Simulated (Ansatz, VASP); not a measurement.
**Cu2TeBr6: VASP beside Ansatz**

INCAR

```
SYSTEM = Cu2TeBr6
PREC = Accurate
ENCUT = 520
EDIFF = 1E-6
ISMEAR = -1
SIGMA = 0.1
LREAL = .False.
LASPH = .True.
NELM = 100
ALGO = Normal
ISIF = 2
LWAVE = .False.
LCHARG = .False.
GGA = PS
NBANDS = 45
```

The input KPOINTS:

```
Automatic mesh
0
Gamma
  6 6 6
  0 0 0
```

File POSCAR:

```
Cu2TeBr6
1.0
    0.0000000000      5.0355870000      5.0355870000
    5.0355870000      0.0000000000      5.0355870000
    5.0355870000      5.0355870000      0.0000000000
Cu Te Br
2 1 6
Direct
    0.2500000000      0.2500000000      0.2500000000
    0.7500000000      0.7500000000      0.7500000000
    0.0000000000      0.0000000000      0.0000000000
    0.7532000000      0.2468000000      0.2468000000
    0.2468000000      0.7532000000      0.2468000000
    0.2468000000      0.7532000000      0.7532000000
    0.7532000000      0.2468000000      0.7532000000
    0.2468000000      0.2468000000      0.7532000000
    0.7532000000      0.7532000000      0.2468000000
```

Input for Ansatz:

```yaml
crystal:
  lattice:
    - [0.0, 5.035587, 5.035587]
    - [5.035587, 0.0, 5.035587]
    - [5.035587, 5.035587, 0.0]
  atoms:
    - { symbol: Cu, position: [0.25, 0.25, 0.25] }
    - { symbol: Cu, position: [0.75, 0.75, 0.75] }
    - { symbol: Te, position: [0.0, 0.0, 0.0] }
    - { symbol: Br, position: [0.7532, 0.2468, 0.2468] }
    - { symbol: Br, position: [0.2468, 0.7532, 0.2468] }
    - { symbol: Br, position: [0.2468, 0.7532, 0.7532] }
    - { symbol: Br, position: [0.7532, 0.2468, 0.7532] }
    - { symbol: Br, position: [0.2468, 0.2468, 0.7532] }
    - { symbol: Br, position: [0.7532, 0.7532, 0.2468] }
  symmetry: { tolerance: 0.0003 }
kpoints:
  mp_grid: { grid: [6, 6, 6], shift: [0, 0, 0] }
  band_path:
    path:
      - [0.0, 0.0, 0.0]
      - [0.5, 0.0, 0.5]
      - [0.625, 0.25, 0.625]
      - [0.375, 0.375, 0.75]
      - [0.0, 0.0, 0.0]
      - [0.5, 0.5, 0.5]
      - [0.5, 0.25, 0.75]
      - [0.5, 0.0, 0.5]
    npoints: 8
magnetization:
  spin_polarized: false
scf:
  occupations: { method: fermi_dirac }
  lower_state_search: "off"
  max_iter: 200
hamiltonian:
  pseudopotentials: { kind: paw }
  xc: pbesol
basis:
  ecutwfc: 420
  fft_grid_basis: typed
output:
  forces: true
  stress: true
  eigenvalues: true
  bader: true
  populations: true
  elf: true
  write_potential: true
  volumetric_format: npy
  dos:
    e_range: [-12, 8]
    de: 0.05
    projected: { site_lists: { Br: [Br], Cu: [Cu], Te: [Te] } }
checkpoint:
  read: saved_state
```

Alike in both runs: task single point; functional PBEsol; k mesh 6 × 6 × 6; no spin polarisation.

```csv
,VASP,Ansatz
version,VASP 6.6.1,Ansatz 0.2.0
potentials or method,"VASP PAW PBE potentials, release 64 (Cu, Te, Br), cutoff 520 eV",PAW plane waves
occupations,"fermi-dirac, width 0.1 eV",fermi-dirac
valence electrons in the cell,70,96
```

Ansatz gave:

| Property | Result |
| --- | --- |
| pressure (GPa) | 5.1 |
| rms of the force components (eV/Å) | 1.126 |

Task: What did VASP give for the same quantities?

Result: Pressure (GPa): 5.1; rms of the force components (eV/Å): 1.136.

VASP's potentials were made for PBE, not for PBEsol. Atom by atom the forces differ by 0.011 eV/Å (rms over components). VASP's potentials hold 70 valence electrons a cell and Ansatz's 96, so a difference there can come from the potentials and not from the codes.

Neither program's run includes spin-orbit coupling.
